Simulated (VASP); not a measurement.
# TbMo (P4/mmm) in VASP: single point with PBE

Aim: the single point of TbMo with PBE.

Program: VASP 6.6.1. These are calculated values, not measurements. Logs are shortened: lines on timing, memory, paths and dates and some standing lists are left out, and cuts for length are marked.

## Step 1: The cell of the first run

The structure is tetragonal, space group P4/mmm (No. 123). Conventional cell: a = 2.954 Å, b = 2.954 Å, c = 4.878 Å, α = 90.00°, β = 90.00°, γ = 90.00°. Tb (site symmetry 4/mmm) has 4 Tb at 2.95 Å and 8 Mo at 3.21 Å within 3.9 Å. Within 3.9 Å of Mo (site symmetry 4/mmm) lie 4 Mo at 2.95 Å and 8 Tb at 3.21 Å.

## Step 2: Single point, PBE, collinear spin, ferromagnetic start

The input, INCAR:

```
SYSTEM = TbMo
PREC = Accurate
ENCUT = 520
EDIFF = 1E-6
ISMEAR = 0
SIGMA = 0.1
LREAL = .FALSE.
LASPH = .TRUE.
NELM = 150
ALGO = Normal
ISIF = 2
LWAVE = .FALSE.
LCHARG = .TRUE.
ISPIN = 2
MAGMOM = 0 1
LORBIT = 11
LMAXMIX = 6
GGA = PE
LELF = .TRUE.
LVHAR = .TRUE.
NBANDS = 28
```

The input, KPOINTS:

```
regular mesh
0
G
  6 6 4
  0 0 0
```

The input, POSCAR:

```
TbMo
1.0
    2.9542720038      0.0000000000      0.0000000000
    0.0000000000      2.9542720038      0.0000000000
    0.0000000000      0.0000000000      4.8779117476
Tb Mo
1 1
Direct
    0.0000000000      0.0000000000      0.5000000000
    0.5000000000      0.5000000000      0.0000000000
```

Potentials or basis: VASP PAW PBE potentials, release 64 (Tb, Mo_sv).

The run is started by

```
$ cat potpaw_PBE.64/Tb/POTCAR potpaw_PBE.64/Mo_sv/POTCAR > POTCAR
$ mpirun -np 1 vasp_std > vasp.out
```

OUTCAR:

```text
SYSTEM = TbMo
   PREC = Accurate
   ENCUT = 520
   EDIFF = 1E-6
   ISMEAR = 0
   LREAL = .FALSE.
   LASPH = .TRUE.
   NELM = 150
   ISIF = 2
   ISPIN = 2
   LORBIT = 11
   GGA = PE

 ion  position               nearest neighbor table
   1  0.000  0.000  0.500-   2 3.21   2 3.21   2 3.21   2 3.21   2 3.21   2 3.21   2 3.21   2 3.21

   2  0.500  0.500  0.000-   1 3.21   1 3.21   1 3.21   1 3.21   1 3.21   1 3.21   1 3.21   1 3.21

  LATTYP: Found a simple tetragonal cell.
 ALAT       =     2.9542720038
 C/A-ratio  =     1.6511383317

  Lattice vectors:

 A1 = (   2.9542720038,   0.0000000000,   0.0000000000)
 A2 = (   0.0000000000,   2.9542720038,   0.0000000000)
 A3 = (   0.0000000000,   0.0000000000,   4.8779117476)

Analysis of symmetry for initial positions (statically):
=====================================================================
 Subroutine PRICEL returns:
 Original cell was already a primitive cell.

 Routine SETGRP: Setting up the symmetry group for a
 simple tetragonal supercell.

 Subroutine GETGRP returns: Found 16 space group operations
 (whereof 16 operations were pure point group operations)
 out of a pool of 16 trial point group operations.

The static configuration has the point symmetry D_4h.

Analysis of symmetry for dynamics (positions and initial velocities):
=====================================================================
 Subroutine PRICEL returns:
 Original cell was already a primitive cell.

 Routine SETGRP: Setting up the symmetry group for a
 simple tetragonal supercell.

 Subroutine GETGRP returns: Found 16 space group operations
 (whereof 16 operations were pure point group operations)
 out of a pool of 16 trial point group operations.

The dynamic configuration has the point symmetry D_4h.

Analysis of structural, dynamic, and magnetic symmetry:
=====================================================================
 Subroutine PRICEL returns:
 Original cell was already a primitive cell.

 Routine SETGRP: Setting up the symmetry group for a
 simple tetragonal supercell.

 Subroutine GETGRP returns: Found 16 space group operations
 (whereof 16 operations were pure point group operations)
 out of a pool of 16 trial point group operations.

The overall configuration has the point symmetry D_4h.

 Subroutine INISYM returns: Found 16 space group operations
 (whereof 16 operations are pure point group operations),
 and found     1 'primitive' translations

----------------------------------------------------------------------------------------

                                     Primitive cell

  volume of cell :      42.5731

  direct lattice vectors                    reciprocal lattice vectors
     2.954272004  0.000000000  0.000000000     0.338492867  0.000000000  0.000000000
     0.000000000  2.954272004  0.000000000     0.000000000  0.338492867  0.000000000
     0.000000000  0.000000000  4.877911748     0.000000000  0.000000000  0.205005759

  length of vectors
     2.954272004  2.954272004  4.877911748     0.338492867  0.338492867  0.205005759

  position of ions in fractional coordinates (direct lattice)
     0.000000000  0.000000000  0.500000000
     0.500000000  0.500000000  0.000000000

  ion indices of the primitive-cell ions
   primitive index   ion index
                 1           1
                 2           2

----------------------------------------------------------------------------------------

 KPOINTS: regular mesh

Automatic generation of k-mesh.
 Grid dimensions read from file:
 generate k-points for:    6    6    4

 Generating k-lattice:

  Cartesian coordinates                     Fractional coordinates (reciprocal lattice)
     0.056415478  0.000000000  0.000000000     0.166666667  0.000000000  0.000000000
     0.000000000  0.056415478  0.000000000     0.000000000  0.166666667  0.000000000
     0.000000000  0.000000000  0.051251440     0.000000000  0.000000000  0.250000000

  Length of vectors
     0.056415478  0.056415478  0.051251440

  Shift w.r.t. Gamma in fractional coordinates (k-lattice)
     0.000000000  0.000000000  0.000000000

 Subroutine IBZKPT returns following result:
 ===========================================

 Found     30 irreducible k-points:

 Following reciprocal coordinates:
            Coordinates               Weight
  0.000000  0.000000  0.000000      1.000000
  0.166667  0.000000  0.000000      4.000000
  0.333333  0.000000  0.000000      4.000000
  0.500000  0.000000  0.000000      2.000000
  0.166667  0.166667  0.000000      4.000000
  0.333333  0.166667  0.000000      8.000000
[... 16 lines left out ...]
  0.333333  0.000000  0.500000      4.000000
  0.500000  0.000000  0.500000      2.000000
 [... further k-points ...]
   k-points           NKPTS =     30   k-points in BZ     NKDIM =     30   number of bands    NBANDS=     28
   number of dos      NEDOS =    301   number of ions     NIONS =      2
   total plane-waves  NPLWV =  20736
   dimension x,y,z NGX =    24 NGY =   24 NGZ =   36
   dimension x,y,z NGXF=    48 NGYF=   48 NGZF=   72
   ions per type =               1   1
   NGX,Y,Z   is equivalent  to a cutoff of  13.51, 13.51, 12.27 a.u.
   NGXF,Y,Z  is equivalent  to a cutoff of  27.01, 27.01, 24.54 a.u.
 SYSTEM =  TbMo
   PREC   = accura    normal or accurate (medium, high low for compatibility)
   ISTART =      0    job   : 0-new  1-cont  2-samecut
   ICHARG =      2    charge: 1-file 2-atom 10-const
   ISPIN  =      2    spin polarized calculation?
   LNONCOLLINEAR =      F non collinear calculations
   LSORBIT =      F    spin-orbit coupling
   LASPH  =      T    aspherical Exc in radial PAW
   ENCUT  =  520.0 eV  38.22 Ry    6.18 a.u.   5.49  5.49  9.07*2*pi/ulx,y,z
   NELM   =    150;   NELMIN=  2; NELMDL= -5     # of ELM steps
   EDIFF  = 0.1E-05   stopping-criterion for ELM
   LREAL  =      F    real-space projection
   EDIFFG = 0.1E-04   stopping-criterion for IOM
   NSW    =      0    number of steps for IOM
   IBRION =     -1    ionic relax: 0-MD 1-quasi-New 2-CG
   NFREE  =      0    steps in history (QN), initial steepest desc. (CG)
   ISIF   =      2    stress and relaxation
   ISYM   =      2    0-nonsym 1-usesym 2-fastsym
   POTIM  = 0.5000    time-step for ionic-motion
   TEBEG  =    0.0;   TEEND  =   0.0 temperature during run
   PSTRESS=    0.0 pullay stress
   NELECT =      33.0000    total number of electrons
   NUPDOWN=      -1.0000    fix difference up-down
   EMIN   =  10.00;   EMAX   =-10.00  energy-range for DOS
   EFERMI =   0.00;   METHOD = LEGACY
   ISMEAR =     0;   SIGMA  =   0.10  broadening in eV -4-tet -1-fermi 0-gaus
   EFERMI_NEDOS =   21; number of points for ismear=-14 and -15
   IALGO  =     38    algorithm
   IMIX   =      4    mixing-type and parameters
     AMIX     =   0.40;   BMIX     =  1.00
     AMIX_MAG =   1.60;   BMIX_MAG =  1.00
  volume/ion in A,a.u.               =      21.29       143.65
  Fermi-wavevector in a.u.,A,eV,Ry     =   1.503838  2.841843 30.769984  2.261530
  Thomas-Fermi vector in A             =   2.614896
   LORBIT       =     11    0 simple, 1 ext, 2 COOP (PROOUT), +10 PAW based schemes
   GGA     = PE    functional components
   LHFCALC =     F    Hartree Fock is set to
   AEXX    =    0.0000 exact exchange contribution
   IVDW    =     0    specifies the selected vdW correction
   LEPSILON=     F    determine dielectric tensor
   LRPA    =     F    only Hartree local field effects (RPA)
 spin polarized calculation
 Gauss-broadening in eV      SIGMA  =   0.10
  energy-cutoff  :      520.00
  volume of cell :       42.57
 maximum number of plane-waves:      1186
 NGX is ok and might be reduce to    24
   NGX = 11   NGY = 11   NGZ = 19

 number of electron      32.9999993 magnetization       0.2695145

 number of electron      32.9999986 magnetization      -0.1917027

 Free energy of the ion-electron system (eV)
  ---------------------------------------------------
  ext. energy  EPLUGINS =         0.00000000
  ---------------------------------------------------
  free energy    TOTEN  =       -15.59187059 eV

  energy without entropy =      -15.56472007  energy(sigma->0) =      -15.57829533

 E-fermi :   6.5530     XC(G=0): -11.8875

 val. band max:        6.5408046175   @ k =   0.3333   0.3333   0.2500
 cond. band min:       6.5627087316   @ k =   0.5000   0.0000   0.2500
 fundamental gap:      0.0219041141
 Fermi energy:         6.5529706051

 spin component 1

 k-point     1 :       0.0000    0.0000    0.0000
  band No.  band energies     occupation
      1     -54.1005      1.00000
      2     -37.3562      1.00000
      3     -28.0879      1.00000
      4     -27.9636      1.00000
      5     -27.9636      1.00000
      6     -14.3415      1.00000
[... 20 lines left out ...]
     27      15.7783      0.00000
     28      18.5873      0.00000
[... 683 lines left out ...]
 k-point    24 :       0.5000    0.0000    0.5000
  band No.  band energies     occupation
      1     -54.0562      1.00000
      2     -37.1427      1.00000
      3     -28.4241      1.00000
      4     -28.0345      1.00000
      5     -27.9234      1.00000
      6     -15.6034      1.00000
[... 20 lines left out ...]
     27      14.3684      0.00000
     28      16.8532      0.00000

 [... further k-points ...]

 spin component 2

 k-point     1 :       0.0000    0.0000    0.0000
  band No.  band energies     occupation
      1     -54.2072      1.00000
      2     -37.3791      1.00000
      3     -28.2299      1.00000
      4     -28.0696      1.00000
      5     -28.0696      1.00000
      6     -14.2688      1.00000
[... 20 lines left out ...]
     27      15.6257      0.00000
     28      18.5499      0.00000
[... 683 lines left out ...]
 k-point    24 :       0.5000    0.0000    0.5000
  band No.  band energies     occupation
      1     -54.1629      1.00000
      2     -37.1698      1.00000
      3     -28.5293      1.00000
      4     -28.1767      1.00000
      5     -28.0296      1.00000
      6     -15.5960      1.00000
[... 20 lines left out ...]
     27      14.4205      0.00000
     28      16.8062      0.00000

 [... further k-points ...]
[... 5 lines left out ...]
  --------------------------------------------------------------------------------------
  -------------------------------------------------------------------------------------
  Total       -1.0496130     -1.0496130      0.0961715      0.0000000      0.0000000      0.0000000
  in kB      -39.5007078    -39.5007078      3.6192774      0.0000000      0.0000000      0.0000000
  external PRESSURE =     -25.1273794 kB  Pullay stress =       0.0000000 kB

 VOLUME and BASIS-vectors are now :
 -----------------------------------------------------------------------------
  energy-cutoff  :      520.00
  volume of cell :       42.57
      direct lattice vectors                 reciprocal lattice vectors
     2.954272004  0.000000000  0.000000000     0.338492867  0.000000000  0.000000000
     0.000000000  2.954272004  0.000000000     0.000000000  0.338492867  0.000000000
     0.000000000  0.000000000  4.877911748     0.000000000  0.000000000  0.205005759

 POSITION                                       TOTAL-FORCE (eV/Angst)
 -----------------------------------------------------------------------------------
      0.00000      0.00000      2.43896         0.000000      0.000000      0.000000
      1.47714      1.47714      0.00000         0.000000      0.000000      0.000000
 -----------------------------------------------------------------------------------
    total drift:                                0.000000     -0.000000     -0.000000

  FREE ENERGIE OF THE ION-ELECTRON SYSTEM (eV)
  ---------------------------------------------------
  free  energy   TOTEN  =       -15.5918705865 eV

  energy  without entropy=      -15.5647200721  energy(sigma->0) =      -15.57829533

 total charge

# of ion       s       p       d       f       tot
--------------------------------------------------
    1        2.073   5.600   0.578   8.288  16.538
    2        2.355   6.077   3.836   0.000  12.268
--------------------------------------------------
tot          4.428  11.677   4.414   8.288  28.806

 magnetization (x)

# of ion       s       p       d       f       tot
--------------------------------------------------
    1        0.004   0.005   0.043  -0.124  -0.073
    2       -0.003   0.001  -0.164   0.000  -0.166
--------------------------------------------------
tot          0.001   0.006  -0.121  -0.124  -0.238
```

Run time: 3.1 min. Hardware: 1 thread of Intel Xeon Platinum 8559C (Emerald Rapids), shared host; peak memory 0.23 GiB.

Results:

```
Free energy                                           : -15.5919 eV
Pressure                                              : -2.5 GPa
Net moment                                            : -0.19 μB per cell
Site moments                                          : Tb -0.07; Mo -0.17 μB
Valence electrons inside the program's atomic spheres : Tb 16.54; Mo 12.27
```

Caveat: the magnetic or orbital state may not be the lowest; spin-orbit coupling is left out, which moves the levels of the heavy elements; without U or exact exchange the open f shell lies at the Fermi level, which spoils levels, moments and volumes.
